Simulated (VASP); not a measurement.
# HoNb2As3 (P6/mmm) in VASP: notebook

HoNb2As3 is run at these levels: PBE; tasks: relaxation of cell and atoms, single point.

Program: VASP 6.6.1. These are calculated values, not measurements. Logs are shortened: lines on timing, memory, paths and dates and some standing lists are left out, and cuts for length are marked.

### Step 1. The cell of the first run

Symmetry: P6/mmm, No. 191, hexagonal system. Conventional cell: a = 5.808 Å, b = 5.808 Å, c = 4.403 Å, α = 90.00°, β = 90.00°, γ = 120.00°. Ho (site symmetry 6/mmm) has 6 Nb at 3.35 Å and 12 As at 3.64 Å and 2 Ho at 4.40 Å within 4.5 Å. Within 3.6 Å of Nb (site symmetry -6m2) lie 6 As at 2.77 Å and 3 Ho at 3.35 Å and 3 Nb at 3.35 Å. As (site symmetry mmm) has 4 Nb at 2.77 Å and 4 As at 2.90 Å and 4 Ho at 3.64 Å within 3.7 Å.

The cell was built from a structure type or drawn by symmetry, and may not be a known phase.

### Step 2. Relaxation of cell and atoms, PBE

INCAR reads:

```
PREC = Accurate ; ENCUT = 500
EDIFF = 1E-7 ; ISMEAR = 0
SIGMA = 0.1 ; LREAL = F
LASPH = T ; NELM = 200
ALGO = Normal ; ISIF = 3
LWAVE = F ; LCHARG = F
GGA = PE ; IBRION = 2
NSW = 90 ; EDIFFG = -0.04
GGA_COMPAT = F ; NELMIN = 4
LMAXMIX = 6
```

KPOINTS reads:

```
regular mesh
0
Gamma
  3 3 4
```

POSCAR reads:

```
HoNb2As3
1.0
    5.8078909400      0.0000000000      0.0000000000
   -2.9039454700      5.0297811000      0.0000000000
    0.0000000000      0.0000000000      4.4028661800
Ho Nb As
1 2 3
Direct
    0.0000000000      0.0000000000      0.0000000000
    0.6666666700      0.3333333300      0.0000000000
    0.3333333300      0.6666666700      0.0000000000
    0.0000000000      0.5000000000      0.5000000000
    0.5000000000      0.5000000000      0.5000000000
    0.5000000000      0.0000000000      0.5000000000
```

Potentials or basis: VASP PAW PBE potentials, release 64 (Ho_3, Nb_sv, As), 4f in core.

Run with:

```bash
$ cat potpaw_PBE.64/Ho_3/POTCAR potpaw_PBE.64/Nb_sv/POTCAR potpaw_PBE.64/As/POTCAR > POTCAR
$ mpirun -np 1 vasp_std > vasp.out
```

OUTCAR:

```text
PREC = Accurate
   ENCUT = 500
   EDIFF = 1E-7
   ISMEAR = 0
   LREAL = F
   LASPH = T
   NELM = 200
   ISIF = 3
   GGA = PE
   IBRION = 2
   NSW = 90
   EDIFFG = -0.04
   NELMIN = 4

 ion  position               nearest neighbor table
   1  0.000  0.000  0.000-   2 3.35   3 3.35   2 3.35   3 3.35   2 3.35   3 3.35
   2  0.667  0.333  0.000-   4 2.77   4 2.77   6 2.77   6 2.77   5 2.77   5 2.77   1 3.35   1 3.35
                             1 3.35
   3  0.333  0.667  0.000-   4 2.77   4 2.77   6 2.77   6 2.77   5 2.77   5 2.77   1 3.35   1 3.35
                             1 3.35
   4  0.000  0.500  0.500-   2 2.77   3 2.77   2 2.77   3 2.77   5 2.90   5 2.90   6 2.90   6 2.90

   5  0.500  0.500  0.500-   2 2.77   3 2.77   2 2.77   3 2.77   4 2.90   4 2.90   6 2.90   6 2.90

   6  0.500  0.000  0.500-   2 2.77   3 2.77   2 2.77   3 2.77   4 2.90   5 2.90   5 2.90   4 2.90

  LATTYP: Found a hexagonal cell.
 ALAT       =     5.8078909400
 C/A-ratio  =     0.7580834808

  Lattice vectors:

 A1 = (   5.8078909400,   0.0000000000,   0.0000000000)
 A2 = (  -2.9039454700,   5.0297811000,   0.0000000000)
 A3 = (   0.0000000000,   0.0000000000,   4.4028661800)

Analysis of symmetry for initial positions (statically):
=====================================================================
 Subroutine PRICEL returns:
 Original cell was already a primitive cell.

 Routine SETGRP: Setting up the symmetry group for a
 hexagonal supercell.

 Subroutine GETGRP returns: Found 24 space group operations
 (whereof 24 operations were pure point group operations)
 out of a pool of 24 trial point group operations.

The static configuration has the point symmetry D_6h.

Analysis of symmetry for dynamics (positions and initial velocities):
=====================================================================
 Subroutine PRICEL returns:
 Original cell was already a primitive cell.

 Routine SETGRP: Setting up the symmetry group for a
 hexagonal supercell.

 Subroutine GETGRP returns: Found 24 space group operations
 (whereof 24 operations were pure point group operations)
 out of a pool of 24 trial point group operations.

The dynamic configuration has the point symmetry D_6h.

 Subroutine INISYM returns: Found 24 space group operations
 (whereof 24 operations are pure point group operations),
 and found     1 'primitive' translations

----------------------------------------------------------------------------------------

                                     Primitive cell

  volume of cell :     128.6184

  direct lattice vectors                    reciprocal lattice vectors
     5.807890940  0.000000000  0.000000000     0.172179542  0.099407905  0.000000000
    -2.903945470  5.029781100  0.000000000     0.000000000  0.198815809  0.000000000
     0.000000000  0.000000000  4.402866180     0.000000000  0.000000000  0.227124777

  length of vectors
     5.807890940  5.807890943  4.402866180     0.198815809  0.198815809  0.227124777

  position of ions in fractional coordinates (direct lattice)
     0.000000000  0.000000000  0.000000000
     0.666666670  0.333333330  0.000000000
     0.333333330  0.666666670  0.000000000
     0.000000000  0.500000000  0.500000000
     0.500000000  0.500000000  0.500000000
     0.500000000  0.000000000  0.500000000

  ion indices of the primitive-cell ions
   primitive index   ion index
                 1           1
                 2           2
                 3           3
                 4           4
                 5           5
                 6           6

----------------------------------------------------------------------------------------

 KPOINTS: regular mesh

Automatic generation of k-mesh.
 Grid dimensions read from file:
 generate k-points for:    3    3    4

 Generating k-lattice:

  Cartesian coordinates                     Fractional coordinates (reciprocal lattice)
     0.057393181  0.033135968  0.000000000     0.333333333  0.000000000  0.000000000
     0.000000000  0.066271936  0.000000000     0.000000000  0.333333333  0.000000000
     0.000000000  0.000000000  0.056781194     0.000000000  0.000000000  0.250000000

  Length of vectors
     0.066271936  0.066271936  0.056781194

  Shift w.r.t. Gamma in fractional coordinates (k-lattice)
     0.000000000  0.000000000  0.000000000

 Subroutine IBZKPT returns following result:
 ===========================================

 Found      9 irreducible k-points:

 Following reciprocal coordinates:
            Coordinates               Weight
  0.000000  0.000000  0.000000      1.000000
  0.333333  0.000000  0.000000      6.000000
  0.333333  0.333333  0.000000      2.000000
  0.000000  0.000000  0.250000      2.000000
  0.333333  0.000000  0.250000     12.000000
  0.333333  0.333333  0.250000      4.000000
  0.000000  0.000000  0.500000      1.000000
  0.333333  0.000000  0.500000      6.000000
  0.333333  0.333333  0.500000      2.000000
   k-points           NKPTS =      9   k-points in BZ     NKDIM =      9   number of bands    NBANDS=     30
   number of dos      NEDOS =    301   number of ions     NIONS =      6
   total plane-waves  NPLWV =  56448
   dimension x,y,z NGX =    42 NGY =   42 NGZ =   32
   dimension x,y,z NGXF=    84 NGYF=   84 NGZF=   64
   ions per type =               1   2   3
   NGX,Y,Z   is equivalent  to a cutoff of  12.02, 12.02, 12.08 a.u.
   NGXF,Y,Z  is equivalent  to a cutoff of  24.04, 24.04, 24.17 a.u.
 SYSTEM =  unknown system
   PREC   = accura    normal or accurate (medium, high low for compatibility)
   ISTART =      0    job   : 0-new  1-cont  2-samecut
   ICHARG =      2    charge: 1-file 2-atom 10-const
   ISPIN  =      1    spin polarized calculation?
   LNONCOLLINEAR =      F non collinear calculations
   LSORBIT =      F    spin-orbit coupling
   LASPH  =      T    aspherical Exc in radial PAW
   ENCUT  =  500.0 eV  36.75 Ry    6.06 a.u.  10.59 10.59  8.03*2*pi/ulx,y,z
   NELM   =    200;   NELMIN=  4; NELMDL= -5     # of ELM steps
   EDIFF  = 0.1E-06   stopping-criterion for ELM
   LREAL  =      F    real-space projection
   EDIFFG = -.4E-01   stopping-criterion for IOM
   NSW    =     90    number of steps for IOM
   IBRION =      2    ionic relax: 0-MD 1-quasi-New 2-CG
   NFREE  =      1    steps in history (QN), initial steepest desc. (CG)
   ISIF   =      3    stress and relaxation
   ISYM   =      2    0-nonsym 1-usesym 2-fastsym
   POTIM  = 0.5000    time-step for ionic-motion
   TEBEG  =    0.0;   TEEND  =   0.0 temperature during run
   PSTRESS=    0.0 pullay stress
   NELECT =      50.0000    total number of electrons
   NUPDOWN=      -1.0000    fix difference up-down
   EMIN   =  10.00;   EMAX   =-10.00  energy-range for DOS
   EFERMI =   0.00;   METHOD = LEGACY
   ISMEAR =     0;   SIGMA  =   0.10  broadening in eV -4-tet -1-fermi 0-gaus
   EFERMI_NEDOS =   21; number of points for ismear=-14 and -15
   IALGO  =     38    algorithm
   IMIX   =      4    mixing-type and parameters
     AMIX     =   0.40;   BMIX     =  1.00
     AMIX_MAG =   1.60;   BMIX_MAG =  1.00
  volume/ion in A,a.u.               =      21.44       144.66
  Fermi-wavevector in a.u.,A,eV,Ry     =   1.194805  2.257855 19.423131  1.427560
  Thomas-Fermi vector in A             =   2.330786
   LORBIT       =      0    0 simple, 1 ext, 2 COOP (PROOUT), +10 PAW based schemes
   GGA     = PE    functional components
   LHFCALC =     F    Hartree Fock is set to
   AEXX    =    0.0000 exact exchange contribution
   IVDW    =     0    specifies the selected vdW correction
   LEPSILON=     F    determine dielectric tensor
   LRPA    =     F    only Hartree local field effects (RPA)
 conjugate gradient relaxation of ions
 non-spin polarized calculation
 Gauss-broadening in eV      SIGMA  =   0.10
  energy-cutoff  :      500.00
  volume of cell :      128.62
 maximum number of plane-waves:      3292
 NGX is ok and might be reduce to    42
   NGX = 21   NGY = 21   NGZ = 17

--------------------------------------- Ionic step        1  -------------------------------------------

 number of electron      49.9999998 magnetization

 Free energy of the ion-electron system (eV)
  ---------------------------------------------------
  ext. energy  EPLUGINS =         0.00000000
  ---------------------------------------------------
  free energy    TOTEN  =       -39.66555148 eV

  energy without entropy =      -39.63052169  energy(sigma->0) =      -39.64803659

------------------------ aborting loop because EDIFF is reached ----------------------------------------

  FORCE on cell =-STRESS in cart. coord.  units (eV):
  Direction    XX          YY          ZZ          XY          YZ          ZX
  --------------------------------------------------------------------------------------
  -------------------------------------------------------------------------------------
  Total       -2.7777988     -2.7777988    -11.4692379      0.0000000      0.0000000      0.0000000
  in kB      -34.6025688    -34.6025688   -142.8703545      0.0000000      0.0000000      0.0000000
  external PRESSURE =     -70.6918307 kB  Pullay stress =       0.0000000 kB
[... 101 lines left out ...]
  FREE ENERGIE OF THE ION-ELECTRON SYSTEM (eV)
  ---------------------------------------------------
  free  energy   TOTEN  =       -40.0306929822 eV

  energy  without entropy=      -39.9979114804  energy(sigma->0) =      -40.01430223

[... ionic steps 4 to 7 ...]

--------------------------------------- Ionic step        8  -------------------------------------------

 number of electron      50.0000000 magnetization

------------------------ aborting loop because EDIFF is reached ----------------------------------------

  FORCE on cell =-STRESS in cart. coord.  units (eV):
  Direction    XX          YY          ZZ          XY          YZ          ZX
  --------------------------------------------------------------------------------------
  -------------------------------------------------------------------------------------
  Total       -0.7592230     -0.7592230     -1.3879441      0.0000000     -0.0000000      0.0000000
  in kB       -9.8244214     -9.8244214    -17.9601351      0.0000000     -0.0000000      0.0000000
  external PRESSURE =     -12.5363259 kB  Pullay stress =       0.0000000 kB
[... 65 lines left out ...]
  energy  without entropy=      -40.0289671547  energy(sigma->0) =      -40.05193204

--------------------------------------- Ionic step       10  -------------------------------------------

 number of electron      49.9999999 magnetization

 Free energy of the ion-electron system (eV)
  ---------------------------------------------------
  ext. energy  EPLUGINS =         0.00000000
  ---------------------------------------------------
  free energy    TOTEN  =       -40.08664872 eV

  energy without entropy =      -40.03794971  energy(sigma->0) =      -40.06229922

 E-fermi :   7.6979     XC(G=0): -11.0091

 val. band max:        7.6768138633   @ k =   0.3333   0.3333   0.0000
 cond. band min:       7.7038519970   @ k =   0.3333   0.0000   0.0000
 fundamental gap:      0.0270381337
 Fermi energy:         7.6979035568

 k-point     1 :       0.0000    0.0000    0.0000
  band No.  band energies     occupation
      1     -47.6707      2.00000
      2     -47.6535      2.00000
      3     -23.8713      2.00000
      4     -23.8400      2.00000
      5     -23.8400      2.00000
      6     -23.8238      2.00000
[... 319 lines left out ...]
  FREE ENERGIE OF THE ION-ELECTRON SYSTEM (eV)
  ---------------------------------------------------
  free  energy   TOTEN  =       -40.0866487235 eV

  energy  without entropy=      -40.0379497135  energy(sigma->0) =      -40.06229922

 reached required accuracy - stopping structural energy minimisation
```

Run time: 4.3 min. Hardware: 1 thread of AMD EPYC 9R45 (Zen 5), shared host; peak memory 0.22 GiB.

Results:

* Free energy: -40.0866 eV
* Relaxed volume: 20.46 Å³/atom
* Relaxed cell: a = 5.964 Å, b = 5.964 Å, c = 3.986 Å, α = 90.00°, β = 90.00°, γ = 120.00°
* Space group after relaxing (to 0.1 Å): P6/mmm (No. 191)
* Energy gained by relaxing: 70.2 meV/atom
* Ionic steps: 10
* Pressure after relaxing: 0.0 GPa
* Band gap on the k mesh: zero (bands 25 and 26 overlap by 1.12 eV)

Step by step:
| step | energy change (eV) | largest force (eV/Å) | pressure (GPa) | volume (Å³) |
| --- | --- | --- | --- | --- |
| 1 | 0.0000 | 0.0000 | -7.07 | 128.62 |
| 2 | -0.1106 | 0.0000 | 10.95 | 111.60 |
| 3 | -0.3651 | 0.0000 | 1.24 | 118.83 |
| 4 | -0.4045 | 0.0000 | 0.23 | 120.52 |
| 5 | -0.4112 | 0.0000 | -0.31 | 121.59 |
| 6 | -0.4120 | 0.0000 | -0.47 | 121.91 |
| 7 | -0.4137 | 0.0000 | -0.76 | 122.55 |
| 8 | -0.4146 | 0.0000 | -1.25 | 123.81 |
| 9 | -0.4093 | 0.0000 | 1.71 | 121.45 |
| 10 | -0.4211 | 0.0000 | -0.02 | 122.79 |

Final structure:
```
CELL_PARAMETERS angstrom
5.96411 0.00000 0.00000
-2.98206 5.16507 0.00000
0.00000 0.00000 3.98598
ATOMIC_POSITIONS crystal
Ho 0.00000 0.00000 0.00000
Nb 0.66667 0.33333 0.00000
Nb 0.33333 0.66667 0.00000
As 0.00000 0.50000 0.50000
As 0.50000 0.50000 0.50000
As 0.50000 0.00000 0.50000
```

Levels at points of the mesh, in eV from the Fermi level:
```
           k point  band 21  band 22  band 23  band 24  band 25  band 26  band 27  band 28  band 29  band 30
(0.00, 0.00, 0.00)    -2.62    -0.87    -0.62    -0.62    -0.38    -0.38     0.09     0.09     1.59     1.59
(0.00, 0.00, 0.50)    -1.18    -1.18    -0.81    -0.31    -0.31     0.24     0.49     0.49     1.72     2.04
```

Caveat: the k points lie up to 0.41 Å⁻¹ apart in the final cell, too coarse for converged energies and pressures of a metal; spin-orbit coupling is left out, which moves the levels of the heavy elements; the 4f electrons are frozen in the core, so they carry no moment and show no levels.

### Step 3. Single point, PBE

This run uses another cell than the first one, of 20.47 Å³/atom.

INCAR reads:

```
ALGO = Normal ; EDIFF = 1E-6
ENCUT = 500 ; GGA = PE
GGA_COMPAT = False ; ISIF = 2
ISMEAR = 0 ; LASPH = True
LCHARG = False ; LMAXMIX = 6
LREAL = False ; LWAVE = False
NBANDS = 34 ; NELM = 200
PREC = Accurate ; SIGMA = 0.1
```

KPOINTS reads:

```
k-points
0
Gamma
  6 6 10
```

POSCAR reads:

```
HoNb2As3
1.0
    5.9766050792      0.0000000000      0.0000000000
   -2.9883025396      5.1758918270      0.0000000000
    0.0000000000      0.0000000000      3.9697316320
Ho Nb As
1 2 3
Direct
    0.0000000000      0.0000000000      0.0000000000
    0.6666666667      0.3333333333      0.0000000000
    0.3333333333      0.6666666667      0.0000000000
    0.0000000000      0.5000000000      0.5000000000
    0.5000000000      0.5000000000      0.5000000000
    0.5000000000      0.0000000000      0.5000000000
```

Potentials or basis: VASP PAW PBE potentials, release 64 (Ho_3, Nb_sv, As), 4f in core.

Run with:

```bash
$ cat potpaw_PBE.64/Ho_3/POTCAR potpaw_PBE.64/Nb_sv/POTCAR potpaw_PBE.64/As/POTCAR > POTCAR
$ mpirun -np 1 vasp_std > vasp.out
```

Wall time 2.4 min (1 thread of AMD EPYC 9R45 (Zen 5), shared host); peak memory 0.31 GiB.

Results (log left out):

* Free energy: -40.1088 eV
* Pressure: 0.1 GPa
* Band gap on the k mesh: zero (bands 25 and 26 overlap by 1.24 eV)

Levels at points of the mesh, in eV from the Fermi level:
| k point | band 22 | band 23 | band 24 | band 25 | band 26 | band 27 | band 28 | band 29 |
| --- | --- | --- | --- | --- | --- | --- | --- | --- |
| (0.00, 0.00, 0.00) | -0.82 | -0.54 | -0.54 | -0.30 | -0.30 | 0.17 | 0.17 | 1.68 |
| (0.50, 0.00, 0.00) | -2.78 | -0.64 | -0.51 | -0.12 | -0.07 | 0.44 | 0.90 | 1.28 |
| (0.00, 0.00, 0.50) | -1.10 | -0.68 | -0.27 | -0.27 | 0.36 | 0.57 | 0.57 | 1.81 |
| (0.50, 0.00, 0.50) | -2.39 | -2.18 | -0.58 | -0.36 | -0.15 | 0.06 | 1.15 | 1.19 |

Caveat: spin-orbit coupling is left out, which moves the levels of the heavy elements; the 4f electrons are frozen in the core, so they carry no moment and show no levels. Spin polarisation is off, so any magnetic state and its effect on volume and gap are missing.

### Step 4. Single point, PBE, collinear spin

This run uses another cell than the first one, of 20.18 Å³/atom.

INCAR reads:

```
PREC     = Accurate       # precision mode
ENCUT    = 500            # plane-wave cutoff, eV
EDIFF    = 1E-6           # SCF threshold, eV
ISMEAR   = 0              # smearing method
SIGMA    = 0.1            # smearing width, eV
LREAL    = False          # projectors in reciprocal space
LASPH    = True           # aspherical terms in the spheres
NELM     = 200            # most SCF steps
ALGO     = Normal         # electronic algorithm
ISIF     = 2              # what is computed and relaxed
LWAVE    = False          # write WAVECAR
LCHARG   = False          # write CHGCAR
ISPIN    = 2              # spin polarisation
MAGMOM   = 0 1 1 0 0 0    # initial moments
LORBIT   = 11             # projections on sites
LMAXMIX  = 6              # l up to which the mixer works
GGA      = PE             # functional
NBANDS   = 38             # bands
GGA_COMPAT= False
```

KPOINTS reads:

```
Automatic mesh
0
Gamma
  3 3 4
```

POSCAR, as its differences from that of step 3:

```diff
@@ -2,5 +2,5 @@
 1.0
-    5.9766050792      0.0000000000      0.0000000000
-   -2.9883025396      5.1758918270      0.0000000000
-    0.0000000000      0.0000000000      3.9697316320
+    5.8557689321      0.0000000000      0.0000000000
+   -2.9278844660      5.0712446539      0.0000000000
+    0.0000000000      0.0000000000      4.0766161430
 Ho Nb As
```

Run with:

```bash
$ cat potpaw_PBE.64/Ho_3/POTCAR potpaw_PBE.64/Nb_sv/POTCAR potpaw_PBE.64/As/POTCAR > POTCAR
$ mpirun -np 1 vasp_std > vasp.out
```

Wall time 90 s (1 thread of AMD EPYC 9R45 (Zen 5), shared host); peak memory 0.29 GiB.

Results (log left out):

```yaml
Free_energy: -40.0923 eV
Pressure: 0.3 GPa
Net_moment: 0.89 μB per cell
Site_moments: Ho +0.22; Nb +0.19; As +0.00 μB
Valence_electrons_inside_the_program's_atomic_spheres: Ho 7.80; Nb 10.72; As 2.79
```

Stress tensor (GPa, compression positive):
```
 0.68  0.00  0.00
 0.00  0.68  0.00
 0.00  0.00 -0.53
```

Levels at points of the mesh, in eV from the Fermi level:
Spin up:
```tsv
k point	band 23	band 24	band 25	band 26	band 27	band 28	band 29	band 30
(0.00, 0.00, 0.00)	-0.69	-0.69	-0.37	-0.37	0.17	0.17	1.50	1.50
(0.00, 0.00, 0.50)	-1.20	-0.09	-0.05	-0.05	0.47	0.47	1.39	1.96
```
Spin down:
| k point | band 22 | band 23 | band 24 | band 25 | band 26 | band 27 |
| --- | --- | --- | --- | --- | --- | --- |
| (0.00, 0.00, 0.00) | -0.58 | -0.58 | -0.41 | -0.25 | -0.25 | 0.28 |
| (0.00, 0.00, 0.50) | -1.08 | -0.97 | 0.06 | 0.06 | 0.18 | 0.59 |

Caveat: the k points lie up to 0.41 Å⁻¹ apart; the magnetic or orbital state may not be the lowest; spin-orbit coupling is left out, which moves the levels of the heavy elements; the 4f electrons are frozen in the core, so they carry no moment and show no levels.

(Part 1 of 2 ends here.)
